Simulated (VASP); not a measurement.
# MgTeSe3 (R-3m) in VASP: single point with PBE

Aim: the single point of MgTeSe3 with PBE.

Program: VASP 6.6.1. These are calculated values, not measurements. Logs are shortened: lines on timing, memory, paths and dates and some standing lists are left out, and cuts for length are marked.

## Step 1: The cell of the first run

It takes space group R-3m (No. 166, trigonal). The conventional cell has a = 6.969 Å, b = 6.969 Å, c = 8.625 Å, α = 90.00°, β = 90.00°, γ = 120.00°. Mg (site symmetry -3m) has 6 Se at 2.47 Å within 3.3 Å. Within 4.6 Å of Te (site symmetry -3m) lie 12 Se at 3.48 to 3.51 Å and 8 Mg at 4.27 to 4.31 Å. Se (site symmetry 2/m) has 2 Mg at 2.47 Å within 3.3 Å.

The cell was generated, and may not be a known phase.

## Step 2: Single point, PBE

Input file INCAR:

```
  PREC = Accurate
  ENCUT = 600
  EDIFF = 1E-6
  ISMEAR = 0
  SIGMA = 0.1
  LREAL = F
  LASPH = T
  NELM = 120
  ALGO = Normal
  ISIF = 2
  LWAVE = F
  LCHARG = F
  GGA = PE
  NBANDS = 21
  GGA_COMPAT = F
```

Input file KPOINTS:

```
regular mesh
0
Gamma
  6 6 6
```

Input file POSCAR:

```
MgTeSe3
1.0
    3.4847290000      2.0119092200      2.8751190000
   -3.4847290000      2.0119092200      2.8751190000
    0.0000000000     -4.0238184500      2.8751190000
Mg Te Se
1 1 3
Direct
    0.5000000000      0.5000000000      0.5000000000
    0.0000000000      0.0000000000      0.0000000000
    0.0000000000      0.5000000000      0.5000000000
    0.5000000000      0.0000000000      0.5000000000
    0.5000000000      0.5000000000      0.0000000000
```

Potentials or basis: VASP PAW PBE potentials, release 64 (Mg, Te, Se).

Run with:

```bash
$ cat potpaw_PBE.64/Mg/POTCAR potpaw_PBE.64/Te/POTCAR potpaw_PBE.64/Se/POTCAR > POTCAR
$ mpirun -np 1 vasp_std > vasp.out
```

OUTCAR:

```text
PREC = Accurate
   ENCUT = 600
   EDIFF = 1E-6
   ISMEAR = 0
   LREAL = F
   LASPH = T
   NELM = 120
   ISIF = 2
   GGA = PE

 ion  position               nearest neighbor table
   1  0.500  0.500  0.500-   3 2.47   4 2.47   4 2.47   3 2.47   5 2.47   5 2.47
   2  0.000  0.000  0.000-
   3  0.000  0.500  0.500-   1 2.47   1 2.47
   4  0.500  0.000  0.500-   1 2.47   1 2.47
   5  0.500  0.500  0.000-   1 2.47   1 2.47

  LATTYP: Found a trigonal (rhomboedric) cell.
 ALAT       =     4.9454447906
 COS(alpha) =     0.0069815925

  Lattice vectors:

 A1 = (   3.4847290000,   2.0119092200,   2.8751190000)
 A2 = (  -3.4847290000,   2.0119092200,   2.8751190000)
 A3 = (   0.0000000000,  -4.0238184500,   2.8751190000)

Analysis of symmetry for initial positions (statically):
=====================================================================
 Subroutine PRICEL returns:
 Original cell was already a primitive cell.

 Routine SETGRP: Setting up the symmetry group for a
 trigonal (rhombohedral) supercell.

 Subroutine GETGRP returns: Found 12 space group operations
 (whereof 12 operations were pure point group operations)
 out of a pool of 12 trial point group operations.

The static configuration has the point symmetry D_3d.

Analysis of symmetry for dynamics (positions and initial velocities):
=====================================================================
 Subroutine PRICEL returns:
 Original cell was already a primitive cell.

 Routine SETGRP: Setting up the symmetry group for a
 trigonal (rhombohedral) supercell.

 Subroutine GETGRP returns: Found 12 space group operations
 (whereof 12 operations were pure point group operations)
 out of a pool of 12 trial point group operations.

The dynamic configuration has the point symmetry D_3d.

 Subroutine INISYM returns: Found 12 space group operations
 (whereof 12 operations are pure point group operations),
 and found     1 'primitive' translations

----------------------------------------------------------------------------------------

                                     Primitive cell

  volume of cell :     120.9440

  direct lattice vectors                    reciprocal lattice vectors
     3.484729000  2.011909220  2.875119000     0.143483180  0.082840053  0.115937230
    -3.484729000  2.011909220  2.875119000    -0.143483180  0.082840053  0.115937230
     0.000000000 -4.023818450  2.875119000     0.000000000 -0.165680106  0.115937230

  length of vectors
     4.945444791  4.945444791  4.945444791     0.202216070  0.202216070  0.202216070

  position of ions in fractional coordinates (direct lattice)
     0.500000000  0.500000000  0.500000000
     0.000000000  0.000000000  0.000000000
     0.000000000  0.500000000  0.500000000
     0.500000000  0.000000000  0.500000000
     0.500000000  0.500000000  0.000000000

  ion indices of the primitive-cell ions
   primitive index   ion index
                 1           1
                 2           2
                 3           3
                 4           4
                 5           5

----------------------------------------------------------------------------------------

 KPOINTS: regular mesh

Automatic generation of k-mesh.
 Grid dimensions read from file:
 generate k-points for:    6    6    6

 Generating k-lattice:

  Cartesian coordinates                     Fractional coordinates (reciprocal lattice)
     0.023913863  0.013806675  0.019322872     0.166666667 -0.000000000  0.000000000
    -0.023913863  0.013806675  0.019322872    -0.000000000  0.166666667  0.000000000
     0.000000000 -0.027613351  0.019322872     0.000000000  0.000000000  0.166666667

  Length of vectors
     0.033702678  0.033702678  0.033702678

  Shift w.r.t. Gamma in fractional coordinates (k-lattice)
     0.000000000  0.000000000  0.000000000

 Subroutine IBZKPT returns following result:
 ===========================================

 Found     32 irreducible k-points:

 Following reciprocal coordinates:
            Coordinates               Weight
  0.000000  0.000000  0.000000      1.000000
  0.166667  0.000000  0.000000      6.000000
  0.333333  0.000000  0.000000      6.000000
  0.500000  0.000000 -0.000000      3.000000
  0.166667  0.166667  0.000000      6.000000
  0.333333  0.166667  0.000000     12.000000
[... 16 lines left out ...]
  0.500000  0.500000  0.166667      6.000000
 -0.333333  0.500000  0.166667     12.000000
 [... further k-points ...]
   k-points           NKPTS =     32   k-points in BZ     NKDIM =     32   number of bands    NBANDS=     21
   number of dos      NEDOS =    301   number of ions     NIONS =      5
   total plane-waves  NPLWV =  64000
   dimension x,y,z NGX =    40 NGY =   40 NGZ =   40
   dimension x,y,z NGXF=    80 NGYF=   80 NGZF=   80
   ions per type =               1   1   3
   NGX,Y,Z   is equivalent  to a cutoff of  13.45, 13.45, 13.45 a.u.
   NGXF,Y,Z  is equivalent  to a cutoff of  26.89, 26.89, 26.89 a.u.
 SYSTEM =  unknown system
   PREC   = accura    normal or accurate (medium, high low for compatibility)
   ISTART =      0    job   : 0-new  1-cont  2-samecut
   ICHARG =      2    charge: 1-file 2-atom 10-const
   ISPIN  =      1    spin polarized calculation?
   LNONCOLLINEAR =      F non collinear calculations
   LSORBIT =      F    spin-orbit coupling
   LASPH  =      T    aspherical Exc in radial PAW
   ENCUT  =  600.0 eV  44.10 Ry    6.64 a.u.   9.88  9.88  9.88*2*pi/ulx,y,z
   NELM   =    120;   NELMIN=  2; NELMDL= -5     # of ELM steps
   EDIFF  = 0.1E-05   stopping-criterion for ELM
   LREAL  =      F    real-space projection
   EDIFFG = 0.1E-04   stopping-criterion for IOM
   NSW    =      0    number of steps for IOM
   IBRION =     -1    ionic relax: 0-MD 1-quasi-New 2-CG
   NFREE  =      0    steps in history (QN), initial steepest desc. (CG)
   ISIF   =      2    stress and relaxation
   ISYM   =      2    0-nonsym 1-usesym 2-fastsym
   POTIM  = 0.5000    time-step for ionic-motion
   TEBEG  =    0.0;   TEEND  =   0.0 temperature during run
   PSTRESS=    0.0 pullay stress
   NELECT =      26.0000    total number of electrons
   NUPDOWN=      -1.0000    fix difference up-down
   EMIN   =  10.00;   EMAX   =-10.00  energy-range for DOS
   EFERMI =   0.00;   METHOD = LEGACY
   ISMEAR =     0;   SIGMA  =   0.10  broadening in eV -4-tet -1-fermi 0-gaus
   EFERMI_NEDOS =   21; number of points for ismear=-14 and -15
   IALGO  =     38    algorithm
   IMIX   =      4    mixing-type and parameters
     AMIX     =   0.40;   BMIX     =  1.00
     AMIX_MAG =   1.60;   BMIX_MAG =  1.00
  volume/ion in A,a.u.               =      24.19       163.23
  Fermi-wavevector in a.u.,A,eV,Ry     =   0.980704  1.853261 13.085807  0.961780
  Thomas-Fermi vector in A             =   2.111654
   LORBIT       =      0    0 simple, 1 ext, 2 COOP (PROOUT), +10 PAW based schemes
   GGA     = PE    functional components
   LHFCALC =     F    Hartree Fock is set to
   AEXX    =    0.0000 exact exchange contribution
   IVDW    =     0    specifies the selected vdW correction
   LEPSILON=     F    determine dielectric tensor
   LRPA    =     F    only Hartree local field effects (RPA)
 non-spin polarized calculation
 Gauss-broadening in eV      SIGMA  =   0.10
  energy-cutoff  :      600.00
  volume of cell :      120.94
 maximum number of plane-waves:      4053
   NGX = 19   NGY = 19   NGZ = 19

 number of electron      25.9999999 magnetization

 Free energy of the ion-electron system (eV)
  ---------------------------------------------------
  ext. energy  EPLUGINS =         0.00000000
  ---------------------------------------------------
  free energy    TOTEN  =       -14.28839651 eV

  energy without entropy =      -14.26145987  energy(sigma->0) =      -14.27492819

 E-fermi :   3.8609     XC(G=0):  -9.5726

 val. band max:        3.8591290789   @ k =   0.3333   0.3333   0.1667
 cond. band min:       3.8715909135   @ k =   0.5000   0.3333   0.1667
 fundamental gap:      0.0124618346
 Fermi energy:         3.8608960403

 k-point     1 :       0.0000    0.0000    0.0000
  band No.  band energies     occupation
      1      -9.8530      2.00000
      2      -7.7437      2.00000
      3      -7.7437      2.00000
      4      -6.2687      2.00000
      5      -0.5836      2.00000
      6      -0.5804      2.00000
[... 13 lines left out ...]
     20       9.1230      0.00000
     21       9.1322      0.00000

 k-point     2 :       0.1667    0.0000    0.0000
  band No.  band energies     occupation
      1      -9.7423      2.00000
      2      -7.8907      2.00000
      3      -7.7362      2.00000
      4      -6.3402      2.00000
      5      -0.4455      2.00000
      6      -0.4415      2.00000
[... 13 lines left out ...]
     20       9.2874      0.00000
     21       9.8253      0.00000

 k-point     3 :       0.3333    0.0000    0.0000
  band No.  band energies     occupation
      1      -9.4315      2.00000
      2      -8.3002      2.00000
      3      -7.7209      2.00000
      4      -6.4306      2.00000
      5      -0.0574      2.00000
      6      -0.0448      2.00000
[... 13 lines left out ...]
     20      10.6164      0.00000
     21      11.5513      0.00000

 k-point     4 :       0.5000    0.0000   -0.0000
  band No.  band energies     occupation
      1      -9.1112      2.00000
      2      -8.6786      2.00000
      3      -7.7132      2.00000
      4      -6.4563      2.00000
      5       0.3287      2.00000
      6       0.3712      2.00000
[... 13 lines left out ...]
     20      11.0748      0.00000
     21      11.5868      0.00000

 k-point     5 :       0.1667    0.1667    0.0000
  band No.  band energies     occupation
      1      -9.6368      2.00000
      2      -7.9250      2.00000
      3      -7.8133      2.00000
      4      -6.4115      2.00000
      5      -0.3095      2.00000
      6      -0.2693      2.00000
[... 13 lines left out ...]
     20       9.9575      0.00000
     21       9.9597      0.00000

 k-point     6 :       0.3333    0.1667    0.0000
  band No.  band energies     occupation
      1      -9.3371      2.00000
      2      -8.2609      2.00000
      3      -7.8191      2.00000
      4      -6.5109      2.00000
      5      -0.1444      2.00000
      6       0.0777      2.00000
[... 13 lines left out ...]
     20      10.8081      0.00000
     21      11.6217      0.00000

 k-point     7 :       0.5000    0.1667   -0.0000
  band No.  band energies     occupation
      1      -9.0235      2.00000
      2      -8.6182      2.00000
      3      -7.8090      2.00000
      4      -6.5424      2.00000
      5      -0.0869      2.00000
      6       0.4694      2.00000
[... 13 lines left out ...]
     20      11.4950      0.00000
     21      11.6729      0.00000
[... 291 lines left out ...]
      1      -8.7218      2.00000
      2      -8.4477      2.00000
      3      -8.0893      2.00000
      4      -6.7259      2.00000
      5      -1.0069      2.00000
      6       0.0181      2.00000
[... 13 lines left out ...]
     20      11.8407      0.00000
     21      12.1085      0.00000

 k-point    21 :      -0.3333    0.3333    0.1667
  band No.  band energies     occupation
      1      -8.9729      2.00000
      2      -8.2489      2.00000
      3      -8.0744      2.00000
      4      -6.6826      2.00000
      5      -0.8614      2.00000
      6       0.1354      2.00000
[... 13 lines left out ...]
     20      11.7253      0.00000
     21      12.0454      0.00000

 k-point    22 :      -0.1667    0.3333    0.1667
  band No.  band energies     occupation
      1      -9.2366      2.00000
      2      -8.2383      2.00000
      3      -7.8995      2.00000
      4      -6.5763      2.00000
      5      -0.5041      2.00000
      6       0.1752      2.00000
[... 13 lines left out ...]
     20      11.4088      0.00000
     21      11.8985      0.00000

 k-point    23 :       0.5000    0.5000    0.1667
  band No.  band energies     occupation
      1      -8.4311      2.00000
      2      -8.3906      2.00000
      3      -8.3639      2.00000
      4      -6.8060      2.00000
      5      -1.1231      2.00000
      6       0.1427      2.00000
[... 13 lines left out ...]
     20      11.7962      0.00000
     21      12.0982      0.00000

 k-point    24 :      -0.3333    0.5000    0.1667
  band No.  band energies     occupation
      1      -8.7104      2.00000
      2      -8.4448      2.00000
      3      -8.1032      2.00000
      4      -6.7349      2.00000
      5      -1.0004      2.00000
      6       0.0281      2.00000
[... 13 lines left out ...]
     20      11.8497      0.00000
     21      12.0036      0.00000

 [... further k-points ...]

------------------------ aborting loop because EDIFF is reached ----------------------------------------

  FORCE on cell =-STRESS in cart. coord.  units (eV):
  Direction    XX          YY          ZZ          XY          YZ          ZX
  --------------------------------------------------------------------------------------
  -------------------------------------------------------------------------------------
  Total        1.7552549      1.7552549      2.0547702      0.0000000     -0.0000000     -0.0000000
  in kB       23.2523205     23.2523205     27.2200782      0.0000000     -0.0000000     -0.0000000
  external PRESSURE =      24.5749064 kB  Pullay stress =       0.0000000 kB

 VOLUME and BASIS-vectors are now :
 -----------------------------------------------------------------------------
  energy-cutoff  :      600.00
  volume of cell :      120.94
      direct lattice vectors                 reciprocal lattice vectors
     3.484729000  2.011909220  2.875119000     0.143483180  0.082840053  0.115937230
    -3.484729000  2.011909220  2.875119000    -0.143483180  0.082840053  0.115937230
     0.000000000 -4.023818450  2.875119000     0.000000000 -0.165680106  0.115937230

 POSITION                                       TOTAL-FORCE (eV/Angst)
 -----------------------------------------------------------------------------------
      0.00000     -0.00000      4.31268         0.000000      0.000000     -0.000000
      0.00000      0.00000      0.00000         0.000000      0.000000     -0.000000
     -1.74236     -1.00595      2.87512         0.000000      0.000000      0.000000
      1.74236     -1.00595      2.87512        -0.000000     -0.000000     -0.000000
      0.00000      2.01191      2.87512        -0.000000     -0.000000      0.000000
 -----------------------------------------------------------------------------------
    total drift:                                0.000000      0.000000     -0.000000

  FREE ENERGIE OF THE ION-ELECTRON SYSTEM (eV)
  ---------------------------------------------------
  free  energy   TOTEN  =       -14.2883965061 eV

  energy  without entropy=      -14.2614598668  energy(sigma->0) =      -14.27492819
```

Run time: 83 s. Hardware: 1 thread of Intel Xeon 8259CL, shared host; peak memory 0.3 GiB.

Results:

```yaml
Free_energy: -14.2884 eV
Pressure: 2.5 GPa
Band_gap_on_the_k_mesh: zero (bands 13 and 14 overlap by 1.15 eV)
```

Caveat: spin-orbit coupling is left out, which moves the levels of the heavy elements.
